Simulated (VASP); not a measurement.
# Co (Pm-3m) in VASP: further runs, part 2 of 2

VASP 6.6.1.

**3. Single point, PBE (volume scaled by 0.88)**

Input file INCAR:

```
SYSTEM = Co
ALGO = Normal ; EDIFF = 1E-6
ENCUT = 520 ; GGA = PE
ISIF = 2 ; ISMEAR = -1
LASPH = .True. ; LCHARG = .False.
LREAL = .False. ; LWAVE = .False.
NBANDS = 10 ; NELM = 80
PREC = Accurate ; SIGMA = 0.1
```

Input file KPOINTS:

```
k-points
0
Gamma
  15 15 15
  0 0 0
```

Input file POSCAR:

```
Co
1.0
    2.1895555616      0.0000000000      0.0000000000
    0.0000000000      2.1895555616      0.0000000000
    0.0000000000      0.0000000000      2.1895555616
Co
1
Direct
    0.0000000000      0.0000000000      0.0000000000
```

Potentials or basis: VASP PAW PBE potentials, release 64 (Co).

Command:

```console
$ cat potpaw_PBE.64/Co/POTCAR > POTCAR
$ mpirun -np 1 vasp_std > vasp.out
```

OUTCAR:

```text
SYSTEM = Co
   EDIFF = 1E-6
   ENCUT = 520
   GGA = PE
   ISIF = 2
   ISMEAR = -1
   LASPH = .True.
   LREAL = .False.
   NELM = 80
   PREC = Accurate

 ion  position               nearest neighbor table
   1  0.000  0.000  0.000-

  LATTYP: Found a simple cubic cell.
 ALAT       =     2.1895555616

  Lattice vectors:

 A1 = (   2.1895555616,   0.0000000000,   0.0000000000)
 A2 = (   0.0000000000,   2.1895555616,   0.0000000000)
 A3 = (   0.0000000000,   0.0000000000,   2.1895555616)

[... 480 lines left out ...]
      2       7.4361      2.00000
      3       8.5255      2.00000
      4      10.2862      1.99213
      5      10.5737      1.86913
      6      11.0002      0.33438
      7      20.6339      0.00000
      8      28.6654      0.00000
      9      37.8726      0.00000
     10      39.1413      0.00000

 [... further k-points ...]
[... 5 lines left out ...]
  --------------------------------------------------------------------------------------
  -------------------------------------------------------------------------------------
  Total        1.9454540      1.9454540      1.9454540      0.0000000      0.0000000      0.0000000
  in kB      296.9365356    296.9365356    296.9365356      0.0000000      0.0000000      0.0000000
  external PRESSURE =     296.9365356 kB  Pullay stress =       0.0000000 kB

 VOLUME and BASIS-vectors are now :
 -----------------------------------------------------------------------------
  energy-cutoff  :      520.00
  volume of cell :       10.50
      direct lattice vectors                 reciprocal lattice vectors
     2.189555562  0.000000000  0.000000000     0.456713690  0.000000000  0.000000000
     0.000000000  2.189555562  0.000000000     0.000000000  0.456713690  0.000000000
     0.000000000  0.000000000  2.189555562     0.000000000  0.000000000  0.456713690

 POSITION                                       TOTAL-FORCE (eV/Angst)
 -----------------------------------------------------------------------------------
      0.00000      0.00000      0.00000         0.000000      0.000000      0.000000
 -----------------------------------------------------------------------------------
    total drift:                                0.000000     -0.000000      0.000000

  FREE ENERGIE OF THE ION-ELECTRON SYSTEM (eV)
  ---------------------------------------------------
  free  energy   TOTEN  =        -5.9389314287 eV

  energy  without entropy=       -5.8588647057  energy(sigma->0) =       -5.89889807
```

OSZICAR:

```text
N       E                     dE             d eps       ncg     rms          rms(c)
DAV:   1     0.235336331325E+02    0.23534E+02   -0.40498E+03  2416   0.106E+03
DAV:   2    -0.600152405240E+01   -0.29535E+02   -0.28357E+02  2440   0.153E+02
DAV:   3    -0.671669062074E+01   -0.71517E+00   -0.71198E+00  2730   0.298E+01
DAV:   4    -0.672568072266E+01   -0.89901E-02   -0.89871E-02  2878   0.293E+00
DAV:   5    -0.672591127540E+01   -0.23055E-03   -0.23054E-03  2964   0.424E-01    0.951E+00
DAV:   6    -0.607245311817E+01    0.65346E+00   -0.81823E+00  2632   0.428E+01    0.302E+00
DAV:   7    -0.595439270046E+01    0.11806E+00   -0.86522E-01  2642   0.139E+01    0.177E+00
DAV:   8    -0.593980960917E+01    0.14583E-01   -0.17257E-02  3522   0.120E+00    0.410E-01
DAV:   9    -0.593894007652E+01    0.86953E-03   -0.98341E-04  3454   0.226E-01    0.713E-02
DAV:  10    -0.593893636160E+01    0.37149E-05   -0.93069E-06  2698   0.385E-02    0.182E-02
DAV:  11    -0.593893135241E+01    0.50092E-05   -0.66287E-07  1578   0.714E-03    0.210E-03
DAV:  12    -0.593893142874E+01   -0.76322E-07   -0.38685E-08  1298   0.186E-03
   1 F= -.59389314E+01 E0= -.58988981E+01  d E =-.800667E-01
```

stdout:

```text
POSCAR found type information on POSCAR Co
 POSCAR found :  1 types and       1 ions
 scaLAPACK will be used
 LDA part: xc-table for (Slater+PW92), standard interpolation
 POSCAR, INCAR and KPOINTS ok, starting setup
 FFT: planning ... GRIDC
 FFT: planning ... GRID_SOFT
 FFT: planning ... GRID
 WAVECAR not read
 entering main loop
```

Wall time 8.7 s (1 thread of Intel Xeon 8259CL, shared host); peak memory 0.12 GiB.

Results:

```
Free energy : -5.9389 eV
Pressure    : 29.7 GPa
```

Levels at points of the mesh, in eV from the Fermi level:
```csv
k point,band 2,band 3,band 4,band 5,band 6,band 7,band 8,band 9
"(0.00, 0.00, 0.00)",-4.27,-4.27,0.58,0.58,0.58,21.88,21.88,21.88
```

Caveat: the cell differs from its parent crystal (volume scaled by 0.88); the run has no spin polarisation, though such a crystal can be magnetic.

**4. Single point, PBE (volume scaled by 0.92)**

Input file INCAR:

```
SYSTEM = Co
PREC = Accurate ; ENCUT = 520
EDIFF = 1E-6 ; ISMEAR = -1
SIGMA = 0.1 ; LREAL = .FALSE.
LASPH = .TRUE. ; NELM = 80
ALGO = Normal ; ISIF = 2
LWAVE = .FALSE. ; LCHARG = .FALSE.
GGA = PE ; NBANDS = 10
```

Input file KPOINTS:

```
regular mesh
0
G
  15 15 15
  0 0 0
```

Input file POSCAR:

```
Co
1.0
    2.2222403140      0.0000000000      0.0000000000
    0.0000000000      2.2222403140      0.0000000000
    0.0000000000      0.0000000000      2.2222403140
Co
1
Direct
    0.0000000000      0.0000000000      0.0000000000
```

Command:

```console
$ cat potpaw_PBE.64/Co/POTCAR > POTCAR
$ mpirun -np 1 vasp_std > vasp.out
```

It took 17 s on 1 thread of Intel Xeon 8259CL, shared host; peak memory 0.13 GiB.

Results (log left out):

```yaml
Free_energy: -6.0079 eV
Pressure: 17.2 GPa
```

Levels at points of the mesh, in eV from the Fermi level:
```tsv
k point	band 3	band 4	band 5	band 6	band 7	band 8
(0.00, 0.00, 0.00)	-4.02	0.54	0.54	0.54	21.31	21.31
```

Caveat: the cell differs from its parent crystal (volume scaled by 0.92); the run has no spin polarisation, though such a crystal can be magnetic. Spin polarisation is off, so any magnetic state and its effect on volume and gap are missing.

**5. Single point, PBE (volume scaled by 0.96)**

Input file INCAR:

```
  PREC = Accurate
  ENCUT = 520
  EDIFF = 1E-7
  ISMEAR = -1
  SIGMA = 0.1
  LREAL = False
  LASPH = True
  NELM = 80
  ALGO = Normal
  ISIF = 2
  LWAVE = False
  LCHARG = True
  GGA = PE
  LELF = True
  LVHAR = True
  NBANDS = 10
```

Input file KPOINTS:

```
regular mesh
0
Gamma
  15 15 15
```

Input file POSCAR:

```
Co
1.0
    2.2539908939      0.0000000000      0.0000000000
    0.0000000000      2.2539908939      0.0000000000
    0.0000000000      0.0000000000      2.2539908939
Co
1
Direct
    0.0000000000      0.0000000000      0.0000000000
```

Command:

```console
$ cat potpaw_PBE.64/Co/POTCAR > POTCAR
$ mpirun -np 1 vasp_std > vasp.out
```

It took 19 s on 1 thread of Intel Xeon 8259CL, shared host; peak memory 0.13 GiB.

The run converged. Its results:

- Free energy: -6.0436 eV
- Pressure: 7.2 GPa

Levels at points of the mesh, in eV from the Fermi level:
```csv
k point,band 2,band 3,band 4,band 5,band 6,band 7,band 8,band 9
"(0.00, 0.00, 0.00)",-3.78,-3.78,0.51,0.51,0.51,20.77,20.77,20.77
```

Caveat: the cell differs from its parent crystal (volume scaled by 0.96); the run has no spin polarisation, though such a crystal can be magnetic. Spin polarisation is off, so any magnetic state and its effect on volume and gap are missing.

**6. Single point, PBE**

This run uses another cell than the first one, of 11.93 Å³/atom, 0.931 times its volume.

Input file INCAR:

```
SYSTEM = Co
PREC = Accurate ; ENCUT = 520
EDIFF = 1E-6 ; ISMEAR = -1
SIGMA = 0.1 ; LREAL = .FALSE.
LASPH = .TRUE. ; NELM = 100
ALGO = Normal ; ISIF = 2
LWAVE = .FALSE. ; LCHARG = .FALSE.
GGA = PE ; NBANDS = 10
```

Input file KPOINTS:

```
Automatic mesh
0
G
  15 15 15
  0 0 0
```

Input file POSCAR:

```
Co
1.0
    2.2848713188      0.0000000000      0.0000000000
    0.0000000000      2.2848713188      0.0000000000
    0.0000000000      0.0000000000      2.2848713188
Co
1
Direct
    0.0000000000      0.0000000000      0.0000000000
```

Potentials or basis: VASP PAW PBE potentials, release 64 (Co).

Command:

```console
$ cat potpaw_PBE.64/Co/POTCAR > POTCAR
$ mpirun -np 1 vasp_std > vasp.out
```

OUTCAR:

```text
SYSTEM = Co
   PREC = Accurate
   ENCUT = 520
   EDIFF = 1E-6
   ISMEAR = -1
   LREAL = .FALSE.
   LASPH = .TRUE.
   NELM = 100
   ISIF = 2
   GGA = PE

 ion  position               nearest neighbor table
   1  0.000  0.000  0.000-

  LATTYP: Found a simple cubic cell.
 ALAT       =     2.2848713188

  Lattice vectors:

 A1 = (   2.2848713188,   0.0000000000,   0.0000000000)
 A2 = (   0.0000000000,   2.2848713188,   0.0000000000)
 A3 = (   0.0000000000,   0.0000000000,   2.2848713188)

[... 481 lines left out ...]
      2       6.0876      2.00000
      3       6.9858      2.00000
      4       8.4810      1.97856
      5       8.7043      1.81639
      6       9.0664      0.41882
      7      17.7868      0.00000
      8      25.3420      0.00000
      9      34.0162      0.00000
     10      35.0261      0.00000

 [... further k-points ...]
[... 5 lines left out ...]
  --------------------------------------------------------------------------------------
  -------------------------------------------------------------------------------------
  Total       -0.0523105     -0.0523105     -0.0523105      0.0000000      0.0000000     -0.0000000
  in kB       -7.0260996     -7.0260996     -7.0260996      0.0000000      0.0000000     -0.0000000
  external PRESSURE =      -7.0260996 kB  Pullay stress =       0.0000000 kB

 VOLUME and BASIS-vectors are now :
 -----------------------------------------------------------------------------
  energy-cutoff  :      520.00
  volume of cell :       11.93
      direct lattice vectors                 reciprocal lattice vectors
     2.284871319  0.000000000  0.000000000     0.437661409  0.000000000  0.000000000
     0.000000000  2.284871319  0.000000000     0.000000000  0.437661409  0.000000000
     0.000000000  0.000000000  2.284871319     0.000000000  0.000000000  0.437661409

 POSITION                                       TOTAL-FORCE (eV/Angst)
 -----------------------------------------------------------------------------------
      0.00000      0.00000      0.00000         0.000000      0.000000      0.000000
 -----------------------------------------------------------------------------------
    total drift:                               -0.000000      0.000000      0.000000

  FREE ENERGIE OF THE ION-ELECTRON SYSTEM (eV)
  ---------------------------------------------------
  free  energy   TOTEN  =        -6.0528029007 eV

  energy  without entropy=       -5.9573055972  energy(sigma->0) =       -6.00505425
```

stdout:

```text
POSCAR found type information on POSCAR Co
 POSCAR found :  1 types and       1 ions
 scaLAPACK will be used
 LDA part: xc-table for (Slater+PW92), standard interpolation
 POSCAR, INCAR and KPOINTS ok, starting setup
 FFT: planning ... GRIDC
 FFT: planning ... GRID_SOFT
 FFT: planning ... GRID
 WAVECAR not read
 entering main loop
```

It took 18 s on 1 thread of Intel Xeon 8259CL, shared host; peak memory 0.13 GiB.

What came out:

```yaml
Free_energy: -6.0528 eV
Pressure: -0.7 GPa
```

Caveat: the run has no spin polarisation, though such a crystal can be magnetic.

**7. The runs side by side**

| spin | cell | k mesh | gap on the mesh (eV) | pressure (GPa) |
| --- | --- | --- | --- | --- |
| collinear, ferromagnetic start | a = 2.340 Å, 1 atom | 7 × 7 × 7 | none | -0.6 |
| off | a = 2.190 Å, 1 atom | 15 × 15 × 15 | none | 29.7 |
| off | a = 2.222 Å, 1 atom | 15 × 15 × 15 | none | 17.2 |
| off | a = 2.254 Å, 1 atom | 15 × 15 × 15 | none | 7.2 |
| off | a = 2.285 Å, 1 atom | 15 × 15 × 15 | none | -0.7 |

Alike in all rows: task single point; level PBE; potentials or basis VASP PAW PBE potentials, release 64 (Co); cutoff (eV) 520; smearing fermi-dirac 0.1 eV.

Caveats: some runs use coarse meshes.

Absolute energies hang on the potentials; compare differences alone.
